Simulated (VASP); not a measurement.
# Pd (I4/mmm) in VASP: a series of runs

Runs on Pd. Level: PBEsol. Tasks: single point.

Program: VASP 6.6.1. These are calculated values, not measurements. Logs are shortened: lines on timing, memory, paths and dates and some standing lists are left out, and cuts for length are marked.

### Step 1. The cell of the first run

It takes space group I4/mmm (No. 139, tetragonal). The conventional cell has a = 2.861 Å, b = 2.861 Å, c = 3.890 Å, α = 90.00°, β = 90.00°, γ = 90.00°. Pd (site symmetry 4/mmm) has 12 Pd at 2.81 to 2.86 Å within 3.7 Å.

### Step 2. Single point, PBEsol (strain +0.040 along x and y, +0.000 along z)

The input, INCAR:

```
SYSTEM = Pd
PREC = Accurate ; ENCUT = 520
EDIFF = 1E-7 ; ISMEAR = 0
SIGMA = 0.15 ; LREAL = .FALSE.
LASPH = .TRUE. ; NELM = 80
ALGO = Normal ; ISIF = 2
LWAVE = .FALSE. ; LCHARG = .FALSE.
GGA = PS ; NBANDS = 11
```

The input, KPOINTS:

```
Automatic mesh
0
G
  20 20 20
  0 0 0
```

The input, POSCAR:

```
Pd
1.0
    0.0000000000      2.0226960000      1.9449000000
    2.0226960000      0.0000000000      1.9449000000
    2.0226960000      2.0226960000      0.0000000000
Pd
1
Direct
    0.0000000000      0.0000000000      0.0000000000
```

Potentials or basis: VASP PAW PBE potentials, release 64 (Pd).

Launch:

```console
> cat potpaw_PBE.64/Pd/POTCAR > POTCAR
> mpirun -np 1 vasp_std > vasp.out
```

OUTCAR:

```text
SYSTEM = Pd
   PREC = Accurate
   ENCUT = 520
   EDIFF = 1E-7
   ISMEAR = 0
   LREAL = .FALSE.
   LASPH = .TRUE.
   NELM = 80
   ISIF = 2
   GGA = PS

 ion  position               nearest neighbor table
   1  0.000  0.000  0.000-

  LATTYP: Found a body centered tetragonal cell.
 ALAT       =     2.8605241158
 C/A-ratio  =     1.3598207331

  Lattice vectors:

 A1 = (   0.0000000000,  -2.0226960000,  -1.9449000000)
 A2 = (   0.0000000000,   2.0226960000,  -1.9449000000)
 A3 = (   2.0226960000,   0.0000000000,   1.9449000000)

Analysis of symmetry for initial positions (statically):
=====================================================================
 Subroutine PRICEL returns:
 Original cell was already a primitive cell.

 Routine SETGRP: Setting up the symmetry group for a
 body centered tetragonal supercell.

 Subroutine GETGRP returns: Found 16 space group operations
 (whereof 16 operations were pure point group operations)
 out of a pool of 16 trial point group operations.

The static configuration has the point symmetry D_4h.

Analysis of symmetry for dynamics (positions and initial velocities):
=====================================================================
 Subroutine PRICEL returns:
 Original cell was already a primitive cell.

 Routine SETGRP: Setting up the symmetry group for a
 body centered tetragonal supercell.

 Subroutine GETGRP returns: Found 16 space group operations
 (whereof 16 operations were pure point group operations)
 out of a pool of 16 trial point group operations.

The dynamic configuration has the point symmetry D_4h.

 Subroutine INISYM returns: Found 16 space group operations
 (whereof 16 operations are pure point group operations),
 and found     1 'primitive' translations

----------------------------------------------------------------------------------------

                                     Primitive cell

  volume of cell :      15.9143

  direct lattice vectors                    reciprocal lattice vectors
     0.000000000  2.022696000  1.944900000    -0.247194833  0.247194833  0.257082626
     2.022696000  0.000000000  1.944900000     0.247194833 -0.247194833  0.257082626
     2.022696000  2.022696000  0.000000000     0.247194833  0.247194833 -0.257082626

  length of vectors
     2.806053299  2.806053299  2.860524116     0.433937839  0.433937839  0.433937839

  position of ions in fractional coordinates (direct lattice)
     0.000000000  0.000000000  0.000000000

  ion indices of the primitive-cell ions
   primitive index   ion index
                 1           1

----------------------------------------------------------------------------------------

 KPOINTS: Automatic mesh

Automatic generation of k-mesh.
 Grid dimensions read from file:
 generate k-points for:   20   20   20

 Generating k-lattice:

  Cartesian coordinates                     Fractional coordinates (reciprocal lattice)
    -0.012359742  0.012359742  0.012854131     0.050000000  0.000000000  0.000000000
     0.012359742 -0.012359742  0.012854131     0.000000000  0.050000000  0.000000000
     0.012359742  0.012359742 -0.012854131     0.000000000  0.000000000  0.050000000

  Length of vectors
     0.021696892  0.021696892  0.021696892

  Shift w.r.t. Gamma in fractional coordinates (k-lattice)
     0.000000000  0.000000000  0.000000000

 Subroutine IBZKPT returns following result:
 ===========================================

 Found    641 irreducible k-points:

 Following reciprocal coordinates:
            Coordinates               Weight
  0.000000  0.000000  0.000000      1.000000
  0.050000  0.000000  0.000000      8.000000
  0.100000  0.000000  0.000000      8.000000
  0.150000  0.000000  0.000000      8.000000
  0.200000  0.000000  0.000000      8.000000
  0.250000  0.000000  0.000000      8.000000
[... 16 lines left out ...]
 -0.400000  0.050000  0.000000      8.000000
 -0.350000  0.050000  0.000000      8.000000
 [... further k-points ...]
   k-points           NKPTS =    641   k-points in BZ     NKDIM =    641   number of bands    NBANDS=     11
   number of dos      NEDOS =    301   number of ions     NIONS =      1
   total plane-waves  NPLWV =  13824
   dimension x,y,z NGX =    24 NGY =   24 NGZ =   24
   dimension x,y,z NGXF=    48 NGYF=   48 NGZF=   48
   ions per type =               1
   NGX,Y,Z   is equivalent  to a cutoff of  14.22, 14.22, 13.95 a.u.
   NGXF,Y,Z  is equivalent  to a cutoff of  28.44, 28.44, 27.90 a.u.
 SYSTEM =  Pd
   PREC   = accura    normal or accurate (medium, high low for compatibility)
   ISTART =      0    job   : 0-new  1-cont  2-samecut
   ICHARG =      2    charge: 1-file 2-atom 10-const
   ISPIN  =      1    spin polarized calculation?
   LNONCOLLINEAR =      F non collinear calculations
   LSORBIT =      F    spin-orbit coupling
   LASPH  =      T    aspherical Exc in radial PAW
   ENCUT  =  520.0 eV  38.22 Ry    6.18 a.u.   5.22  5.22  5.32*2*pi/ulx,y,z
   NELM   =     80;   NELMIN=  2; NELMDL= -5     # of ELM steps
   EDIFF  = 0.1E-06   stopping-criterion for ELM
   LREAL  =      F    real-space projection
   EDIFFG = 0.1E-05   stopping-criterion for IOM
   NSW    =      0    number of steps for IOM
   IBRION =     -1    ionic relax: 0-MD 1-quasi-New 2-CG
   NFREE  =      0    steps in history (QN), initial steepest desc. (CG)
   ISIF   =      2    stress and relaxation
   ISYM   =      2    0-nonsym 1-usesym 2-fastsym
   POTIM  = 0.5000    time-step for ionic-motion
   TEBEG  =    0.0;   TEEND  =   0.0 temperature during run
   PSTRESS=    0.0 pullay stress
   NELECT =      10.0000    total number of electrons
   NUPDOWN=      -1.0000    fix difference up-down
   EMIN   =  10.00;   EMAX   =-10.00  energy-range for DOS
   EFERMI =   0.00;   METHOD = LEGACY
   ISMEAR =     0;   SIGMA  =   0.15  broadening in eV -4-tet -1-fermi 0-gaus
   EFERMI_NEDOS =   21; number of points for ismear=-14 and -15
   IALGO  =     38    algorithm
   IMIX   =      4    mixing-type and parameters
     AMIX     =   0.40;   BMIX     =  1.00
     AMIX_MAG =   1.60;   BMIX_MAG =  1.00
  volume/ion in A,a.u.               =      15.91       107.40
  Fermi-wavevector in a.u.,A,eV,Ry     =   1.402207  2.649786 26.751547  1.966183
  Thomas-Fermi vector in A             =   2.524991
   LORBIT       =      0    0 simple, 1 ext, 2 COOP (PROOUT), +10 PAW based schemes
   GGA     = PS    functional components
   LHFCALC =     F    Hartree Fock is set to
   AEXX    =    0.0000 exact exchange contribution
   IVDW    =     0    specifies the selected vdW correction
   LEPSILON=     F    determine dielectric tensor
   LRPA    =     F    only Hartree local field effects (RPA)
 non-spin polarized calculation
 Gauss-broadening in eV      SIGMA  =   0.15
  energy-cutoff  :      520.00
  volume of cell :       15.91
 maximum number of plane-waves:       443
 NGX is ok and might be reduce to    24
   NGX = 11   NGY = 11   NGZ = 11

 number of electron      10.0000002 magnetization

 Free energy of the ion-electron system (eV)
  ---------------------------------------------------
  ext. energy  EPLUGINS =         0.00000000
  ---------------------------------------------------
  free energy    TOTEN  =        -5.90300095 eV

  energy without entropy =       -5.87325337  energy(sigma->0) =       -5.88812716

 E-fermi :   8.3840     XC(G=0): -12.9136

 val. band max:        8.3824286201   @ k =   0.5000   0.0500   0.3500
 cond. band min:       8.3844185360   @ k =   0.5000   0.0000   0.2000
 fundamental gap:      0.0019899159
 Fermi energy:         8.3839547164

 k-point     1 :       0.0000    0.0000    0.0000
  band No.  band energies     occupation
      1       1.7262      2.00000
      2       5.7568      2.00000
      3       5.7568      2.00000
      4       6.0819      2.00000
      5       7.1282      2.00000
      6       7.4576      2.00000
      7      25.4774      0.00000
      8      29.5246      0.00000
      9      29.5246      0.00000
     10      30.3368      0.00000
     11      34.5190      0.00000

 k-point     2 :       0.0500    0.0000    0.0000
  band No.  band energies     occupation
      1       1.8117      2.00000
      2       5.7487      2.00000
      3       5.7855      2.00000
      4       6.0894      2.00000
      5       7.1185      2.00000
      6       7.4408      2.00000
      7      25.5547      0.00000
      8      29.0652      0.00000
      9      29.6112      0.00000
     10      30.2410      0.00000
     11      34.7519      0.00000

 k-point     3 :       0.1000    0.0000    0.0000
  band No.  band energies     occupation
      1       2.0613      2.00000
      2       5.7111      2.00000
      3       5.8612      2.00000
      4       6.1289      2.00000
      5       7.1005      2.00000
      6       7.3994      2.00000
      7      25.7137      0.00000
      8      27.8241      0.00000
      9      29.8575      0.00000
     10      30.3901      0.00000
     11      34.8529      0.00000

 k-point     4 :       0.1500    0.0000    0.0000
  band No.  band energies     occupation
      1       2.4506      2.00000
      2       5.6517      2.00000
      3       5.9503      2.00000
      4       6.2037      2.00000
      5       7.1092      2.00000
      6       7.3615      2.00000
      7      25.4397      0.00000
      8      26.7361      0.00000
      9      30.2187      0.00000
     10      30.7067      0.00000
     11      33.8535      0.00000
[... 239 lines left out ...]
 k-point    22 :      -0.4500    0.0500    0.0000
  band No.  band energies     occupation
      1       3.6794      2.00000
      2       5.7260      2.00000
      3       5.9493      2.00000
      4       7.9137      1.99999
      5       8.3552      1.21364
      6       9.7228      0.00000
      7      15.3643      0.00000
      8      24.8522      0.00000
      9      28.2664      0.00000
     10      28.5366      0.00000
     11      34.1673      0.00000

 k-point    23 :      -0.4000    0.0500    0.0000
  band No.  band energies     occupation
      1       3.7100      2.00000
      2       5.7650      2.00000
      3       5.9956      2.00000
      4       7.6910      2.00000
      5       8.1626      1.96310
      6       9.0426      0.00000
      7      16.5121      0.00000
      8      25.0542      0.00000
      9      28.5695      0.00000
     10      28.8966      0.00000
     11      33.9709      0.00000

 k-point    24 :      -0.3500    0.0500    0.0000
  band No.  band energies     occupation
      1       3.7403      2.00000
      2       5.8357      2.00000
      3       6.0722      2.00000
      4       7.1286      2.00000
      5       7.8890      2.00000
      6       8.4424      0.58130
      7      18.1013      0.00000
      8      25.3972      0.00000
      9      28.8155      0.00000
     10      29.8210      0.00000
     11      33.6152      0.00000

 [... further k-points ...]

------------------------ aborting loop because EDIFF is reached ----------------------------------------

  FORCE on cell =-STRESS in cart. coord.  units (eV):
  Direction    XX          YY          ZZ          XY          YZ          ZX
  --------------------------------------------------------------------------------------
  -------------------------------------------------------------------------------------
  Total       -1.4745099     -1.4745099     -1.3408639      0.0000000      0.0000000      0.0000000
  in kB     -148.4464381   -148.4464381   -134.9916147      0.0000000      0.0000000      0.0000000
  external PRESSURE =    -143.9614970 kB  Pullay stress =       0.0000000 kB

 VOLUME and BASIS-vectors are now :
 -----------------------------------------------------------------------------
  energy-cutoff  :      520.00
  volume of cell :       15.91
      direct lattice vectors                 reciprocal lattice vectors
     0.000000000  2.022696000  1.944900000    -0.247194833  0.247194833  0.257082626
     2.022696000  0.000000000  1.944900000     0.247194833 -0.247194833  0.257082626
     2.022696000  2.022696000  0.000000000     0.247194833  0.247194833 -0.257082626

 POSITION                                       TOTAL-FORCE (eV/Angst)
 -----------------------------------------------------------------------------------
      0.00000      0.00000      0.00000         0.000000      0.000000      0.000000
 -----------------------------------------------------------------------------------
    total drift:                               -0.000000      0.000000      0.000000

  FREE ENERGIE OF THE ION-ELECTRON SYSTEM (eV)
  ---------------------------------------------------
  free  energy   TOTEN  =        -5.9030009474 eV

  energy  without entropy=       -5.8732533686  energy(sigma->0) =       -5.88812716
```

Wall time 3.8 min (1 thread of AMD EPYC 7R13, shared host); peak memory 0.21 GiB.

Results:

```yaml
Free_energy: -5.9030 eV
Pressure: -14.4 GPa
Band_gap_on_the_k_mesh: zero (bands 5 and 6 overlap by 1.50 eV)
```

Stress tensor (GPa, compression positive):
```
-14.84   0.00   0.00
  0.00 -14.84   0.00
  0.00   0.00 -13.50
```

Caveat: the cell differs from its parent crystal (strain +0.040 along x and y, +0.000 along z); the cell stands under tension; the PAW data sets were made with another functional, which shifts forces and pressure a little.

### Step 3. Single point, PBEsol (strain +0.040 along x and y, +0.080 along z)

The input, INCAR:

```
ALGO = Fast ; EDIFF = 1E-7
ENCUT = 520 ; GGA = PS
ISIF = 2 ; ISMEAR = 0
LASPH = True ; LCHARG = False
LREAL = False ; LWAVE = False
NBANDS = 11 ; NELM = 100
PREC = Accurate ; SIGMA = 0.15
```

The input, KPOINTS:

```
k-points
0
Gamma
  20 20 20
```

The input, POSCAR:

```
Pd
1.0
    0.0000000000      2.0226960000      2.1004920000
    2.0226960000      0.0000000000      2.1004920000
    2.0226960000      2.0226960000      0.0000000000
Pd
1
Direct
    0.0000000000      0.0000000000      0.0000000000
```

Potentials or basis: VASP PAW PBE potentials, release 64 (Pd).

Launch:

```console
> cat potpaw_PBE.64/Pd/POTCAR > POTCAR
> mpirun -np 1 vasp_std > vasp.out
```

It took 4.1 min on 1 thread of AMD EPYC 7R13, shared host; peak memory 0.21 GiB.

It converged, with:

* Free energy: -5.7581 eV
* Pressure: -21.5 GPa
* Band gap on the k mesh: zero (bands 5 and 6 overlap by 1.29 eV)

Stress tensor (GPa, compression positive):
```
-21.06   0.00   0.00
  0.00 -21.06   0.00
  0.00   0.00 -22.25
```

Levels at points of the mesh, in eV from the Fermi level:
```csv
k point,band 2,band 3,band 4,band 5,band 6,band 7,band 8,band 9
"(0.00, 0.00, 0.00)",-2.43,-2.13,-2.13,-1.11,-0.82,16.97,20.44,21.06
"(0.50, 0.00, 0.00)",-2.39,-2.12,-0.09,0.03,1.26,6.16,16.19,19.16
"(0.50, 0.50, 0.00)",-4.04,-0.04,0.20,0.20,2.86,8.63,12.73,12.73
"(0.50, 0.00, 0.50)",-4.01,-0.06,0.11,0.31,3.51,9.54,12.03,12.12
```

Caveat: the cell differs from its parent crystal (strain +0.040 along x and y, +0.080 along z); the cell stands under tension; the PAW data sets were made with another functional, which shifts forces and pressure a little.
